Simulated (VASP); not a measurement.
# K (Im-3m) in VASP: density of states with PBE

Aim: the density of states of K with PBE.

Everything below comes from runs of VASP 6.6.1. Logs are shortened: lines on timing, memory, paths and dates and some standing lists are left out, and cuts for length are marked.

## Step 1: The cell of the first run

The structure is cubic, space group Im-3m (No. 229). The conventional cell has a = 5.284 Å, b = 5.284 Å, c = 5.284 Å, α = 90.00°, β = 90.00°, γ = 90.00°.

## Step 2: Density of states, PBE

POSCAR

```
K
1.0
   -2.6420469644      2.6420469644      2.6420469644
    2.6420469644     -2.6420469644      2.6420469644
    2.6420469644      2.6420469644     -2.6420469644
K
1
Direct
    0.0000000000      0.0000000000      0.0000000000
```

INCAR.step1

```
PREC = Accurate
ENCUT = 520
EDIFF = 1E-6
ISMEAR = 0
SIGMA = 0.05
LREAL = False
LASPH = True
NELM = 100
ALGO = Normal
ISIF = 2
LWAVE = False
LCHARG = True
GGA = PE
NBANDS = 10
```

KPOINTS.step1

```
regular mesh
0
Gamma
  12 12 12
```

INCAR.step2

```
PREC = Accurate
ENCUT = 520
EDIFF = 1E-6
ISMEAR = -5
SIGMA = 0.05
LREAL = False
LASPH = True
NELM = 100
ALGO = Normal
ISIF = 2
LWAVE = False
LCHARG = False
GGA = PE
LORBIT = 11
NEDOS = 1001
ICHARG = 11
```

KPOINTS.step2

```
regular mesh
0
Gamma
  18 18 18
```

Potentials or basis: VASP PAW PBE potentials, release 64 (K_sv).

Launch:

```sh
cat potpaw_PBE.64/K_sv/POTCAR > POTCAR
cp INCAR.step1 INCAR
cp KPOINTS.step1 KPOINTS
mpirun -np 1 vasp_std > vasp.out
cp INCAR.step2 INCAR
cp KPOINTS.step2 KPOINTS
mpirun -np 1 vasp_std > vasp.out
```

OUTCAR:

```text
PREC = Accurate
   ENCUT = 520
   EDIFF = 1E-6
   ISMEAR = -5
   LREAL = False
   LASPH = True
   NELM = 100
   ISIF = 2
   GGA = PE
   LORBIT = 11
   ICHARG = 11

 ion  position               nearest neighbor table
   1  0.000  0.000  0.000-

  LATTYP: Found a body centered cubic cell.
 ALAT       =     5.2840939288

  Lattice vectors:

 A1 = (  -2.6420469644,   2.6420469644,   2.6420469644)
 A2 = (   2.6420469644,  -2.6420469644,   2.6420469644)
 A3 = (   2.6420469644,   2.6420469644,  -2.6420469644)

Analysis of symmetry for initial positions (statically):
=====================================================================
 Subroutine PRICEL returns:
 Original cell was already a primitive cell.

 Routine SETGRP: Setting up the symmetry group for a
 body centered cubic supercell.

 Subroutine GETGRP returns: Found 48 space group operations
 (whereof 48 operations were pure point group operations)
 out of a pool of 48 trial point group operations.

The static configuration has the point symmetry O_h .

Analysis of symmetry for dynamics (positions and initial velocities):
=====================================================================
 Subroutine PRICEL returns:
 Original cell was already a primitive cell.

 Routine SETGRP: Setting up the symmetry group for a
 body centered cubic supercell.

 Subroutine GETGRP returns: Found 48 space group operations
 (whereof 48 operations were pure point group operations)
 out of a pool of 48 trial point group operations.

The dynamic configuration has the point symmetry O_h .

 Subroutine INISYM returns: Found 48 space group operations
 (whereof 48 operations are pure point group operations),
 and found     1 'primitive' translations

----------------------------------------------------------------------------------------

                                     Primitive cell

  volume of cell :      73.7703

  direct lattice vectors                    reciprocal lattice vectors
    -2.642046964  2.642046964  2.642046964     0.000000000  0.189247204  0.189247204
     2.642046964 -2.642046964  2.642046964     0.189247204  0.000000000  0.189247204
     2.642046964  2.642046964 -2.642046964     0.189247204  0.189247204  0.000000000

  length of vectors
     4.576159578  4.576159578  4.576159578     0.267635962  0.267635962  0.267635962

  position of ions in fractional coordinates (direct lattice)
     0.000000000  0.000000000  0.000000000

  ion indices of the primitive-cell ions
   primitive index   ion index
                 1           1

----------------------------------------------------------------------------------------

 KPOINTS: regular mesh

Automatic generation of k-mesh.
 Grid dimensions read from file:
 generate k-points for:   18   18   18

 Generating k-lattice:

  Cartesian coordinates                     Fractional coordinates (reciprocal lattice)
     0.000000000  0.010513734  0.010513734     0.055555556  0.000000000  0.000000000
     0.010513734  0.000000000  0.010513734     0.000000000  0.055555556  0.000000000
     0.010513734  0.010513734  0.000000000     0.000000000  0.000000000  0.055555556

  Length of vectors
     0.014868665  0.014868665  0.014868665

  Shift w.r.t. Gamma in fractional coordinates (k-lattice)
     0.000000000  0.000000000  0.000000000

 TETIRR: Found   6794 inequivalent tetrahedra from    34992

 Subroutine IBZKPT returns following result:
 ===========================================

 Found    195 irreducible k-points:

 Following reciprocal coordinates:
            Coordinates               Weight
  0.000000  0.000000  0.000000      1.000000
  0.055556  0.000000  0.000000     12.000000
  0.111111  0.000000  0.000000     12.000000
  0.166667  0.000000  0.000000     12.000000
  0.222222  0.000000  0.000000     12.000000
  0.277778  0.000000  0.000000     12.000000
[... 16 lines left out ...]
  0.333333  0.111111 -0.000000     48.000000
  0.388889  0.111111  0.000000     48.000000
 [... further k-points ...]
   k-points           NKPTS =    195   k-points in BZ     NKDIM =    195   number of bands    NBANDS=      8
   number of dos      NEDOS =   1001   number of ions     NIONS =      1
   total plane-waves  NPLWV =  46656
   dimension x,y,z NGX =    36 NGY =   36 NGZ =   36
   dimension x,y,z NGXF=    72 NGYF=   72 NGZF=   72
   ions per type =               1
   NGX,Y,Z   is equivalent  to a cutoff of  13.08, 13.08, 13.08 a.u.
   NGXF,Y,Z  is equivalent  to a cutoff of  26.16, 26.16, 26.16 a.u.
 SYSTEM =  unknown system
   PREC   = accura    normal or accurate (medium, high low for compatibility)
   ISTART =      0    job   : 0-new  1-cont  2-samecut
   ICHARG =     11    charge: 1-file 2-atom 10-const
   ISPIN  =      1    spin polarized calculation?
   LNONCOLLINEAR =      F non collinear calculations
   LSORBIT =      F    spin-orbit coupling
   LASPH  =      T    aspherical Exc in radial PAW
   ENCUT  =  520.0 eV  38.22 Ry    6.18 a.u.   8.51  8.51  8.51*2*pi/ulx,y,z
   NELM   =    100;   NELMIN=  2; NELMDL=  0     # of ELM steps
   EDIFF  = 0.1E-05   stopping-criterion for ELM
   LREAL  =      F    real-space projection
   EDIFFG = 0.1E-04   stopping-criterion for IOM
   NSW    =      0    number of steps for IOM
   IBRION =     -1    ionic relax: 0-MD 1-quasi-New 2-CG
   NFREE  =      0    steps in history (QN), initial steepest desc. (CG)
   ISIF   =      2    stress and relaxation
   ISYM   =      2    0-nonsym 1-usesym 2-fastsym
   POTIM  = 0.5000    time-step for ionic-motion
   TEBEG  =    0.0;   TEEND  =   0.0 temperature during run
   PSTRESS=    0.0 pullay stress
   NELECT =       9.0000    total number of electrons
   NUPDOWN=      -1.0000    fix difference up-down
   EMIN   =  10.00;   EMAX   =-10.00  energy-range for DOS
   EFERMI =   0.00;   METHOD = LEGACY
   ISMEAR =    -5;   SIGMA  =   0.05  broadening in eV -4-tet -1-fermi 0-gaus
   EFERMI_NEDOS =   21; number of points for ismear=-14 and -15
   IALGO  =     38    algorithm
   IMIX   =      4    mixing-type and parameters
     AMIX     =   0.40;   BMIX     =  1.00
     AMIX_MAG =   1.60;   BMIX_MAG =  1.00
  volume/ion in A,a.u.               =      73.77       497.83
  Fermi-wavevector in a.u.,A,eV,Ry     =   0.811948  1.534360  8.969781  0.659260
  Thomas-Fermi vector in A             =   1.921402
   LORBIT       =     11    0 simple, 1 ext, 2 COOP (PROOUT), +10 PAW based schemes
   GGA     = PE    functional components
   LHFCALC =     F    Hartree Fock is set to
   AEXX    =    0.0000 exact exchange contribution
   IVDW    =     0    specifies the selected vdW correction
   LEPSILON=     F    determine dielectric tensor
   LRPA    =     F    only Hartree local field effects (RPA)
 non-spin polarized calculation
 Fermi weights with tetrahedron method with Bloechl corrections
  energy-cutoff  :      520.00
  volume of cell :       73.77
 maximum number of plane-waves:      2006
 NGX is ok and might be reduce to    36

 number of electron       9.0000001 magnetization

 Free energy of the ion-electron system (eV)
  ---------------------------------------------------
  ext. energy  EPLUGINS =         0.00000000
  ---------------------------------------------------
  free energy    TOTEN  =        -1.04723472 eV

  energy without entropy =       -1.04723472  energy(sigma->0) =       -1.04723472

 E-fermi :  -0.1047     XC(G=0):  -5.6441

 val. band max:       -0.1518420461   @ k =   0.2778   0.2222   0.0000
 cond. band min:      -0.0970286428   @ k =  -0.3333   0.3889   0.2222
 fundamental gap:      0.0548134033
 Fermi energy:        -0.1047426937

 k-point     1 :       0.0000    0.0000    0.0000
  band No.  band energies     occupation
      1     -32.2603      2.00000
      2     -15.7101      2.00000
      3     -15.7101      2.00000
      4     -15.7101      2.00000
      5      -2.2785      2.00000
      6       4.1649      0.00000
      7       4.1649      0.00000
      8       4.1649      0.00000

 k-point     2 :       0.0556    0.0000    0.0000
  band No.  band energies     occupation
      1     -32.2602      2.00000
      2     -15.7121      2.00000
      3     -15.7108      2.00000
      4     -15.7101      2.00000
      5      -2.2401      2.00000
      6       4.1125      0.00000
      7       4.1129      0.00000
      8       4.1953      0.00000

 k-point     3 :       0.1111    0.0000    0.0000
  band No.  band energies     occupation
      1     -32.2598      2.00000
      2     -15.7180      2.00000
      3     -15.7127      2.00000
      4     -15.7101      2.00000
      5      -2.1257      2.00000
      6       3.9099      0.00000
      7       3.9735      0.00000
      8       4.2864      0.00000

 k-point     4 :       0.1667    0.0000    0.0000
  band No.  band energies     occupation
      1     -32.2593      2.00000
      2     -15.7270      2.00000
      3     -15.7157      2.00000
      4     -15.7101      2.00000
      5      -1.9376      2.00000
      6       3.5327      0.00000
      7       3.7867      0.00000
      8       4.4368      0.00000

 k-point     5 :       0.2222    0.0000    0.0000
  band No.  band energies     occupation
      1     -32.2586      2.00000
      2     -15.7379      2.00000
      3     -15.7194      2.00000
      4     -15.7100      2.00000
      5      -1.6793      2.00000
      6       3.0594      0.00000
      7       3.5885      0.00000
      8       4.6520      0.00000
[... 177 lines left out ...]
 k-point    22 :       0.2778    0.1111    0.0000
  band No.  band energies     occupation
      1     -32.2571      2.00000
      2     -15.7604      2.00000
      3     -15.7280      2.00000
      4     -15.7128      2.00000
      5      -0.8713      2.00002
      6       2.0657      0.00000
      7       3.0269      0.00000
      8       4.7048      0.00000

 k-point    23 :       0.3333    0.1111   -0.0000
  band No.  band energies     occupation
      1     -32.2566      2.00000
      2     -15.7677      2.00000
      3     -15.7317      2.00000
      4     -15.7129      2.00000
      5      -0.4437      2.08529
      6       1.5587      0.00000
      7       2.9134      0.00000
      8       4.6316      0.00000

 k-point    24 :       0.3889    0.1111    0.0000
  band No.  band energies     occupation
      1     -32.2563      2.00000
      2     -15.7725      2.00000
      3     -15.7341      2.00000
      4     -15.7129      2.00000
      5       0.0213      0.27890
      6       1.0470      0.00000
      7       2.8438      0.00000
      8       4.5427      0.00000

 [... further k-points ...]
[... 5 lines left out ...]
  --------------------------------------------------------------------------------------
  -------------------------------------------------------------------------------------
  Total       -0.0075244     -0.0075244     -0.0075244     -0.0000000     -0.0000000      0.0000000
  in kB       -0.1634174     -0.1634174     -0.1634174     -0.0000000     -0.0000000      0.0000000
  external PRESSURE =      -0.1634174 kB  Pullay stress =       0.0000000 kB

 VOLUME and BASIS-vectors are now :
 -----------------------------------------------------------------------------
  energy-cutoff  :      520.00
  volume of cell :       73.77
      direct lattice vectors                 reciprocal lattice vectors
    -2.642046964  2.642046964  2.642046964     0.000000000  0.189247204  0.189247204
     2.642046964 -2.642046964  2.642046964     0.189247204  0.000000000  0.189247204
     2.642046964  2.642046964 -2.642046964     0.189247204  0.189247204  0.000000000

 POSITION                                       TOTAL-FORCE (eV/Angst)
 -----------------------------------------------------------------------------------
      0.00000      0.00000      0.00000        -0.000000     -0.000000      0.000000
 -----------------------------------------------------------------------------------
    total drift:                               -0.000000     -0.000000      0.000000

  FREE ENERGIE OF THE ION-ELECTRON SYSTEM (eV)
  ---------------------------------------------------
  free  energy   TOTEN  =        -1.0472347155 eV

  energy  without entropy=       -1.0472347155  energy(sigma->0) =       -1.04723472

 total charge

# of ion       s       p       d       tot
------------------------------------------
    1        1.980   5.554   0.005   7.540
```

Run time: 1.7 min. Hardware: 1 thread of Intel Xeon Platinum 8375C at 2.90GHz (Ice Lake), shared host; peak memory 0.28 GiB.

What came out:

| Property | Result |
| --- | --- |
| Valence electrons inside the program's atomic spheres | K 7.54 |

Caveat: tetrahedron occupations give inexact forces and stress in metals.
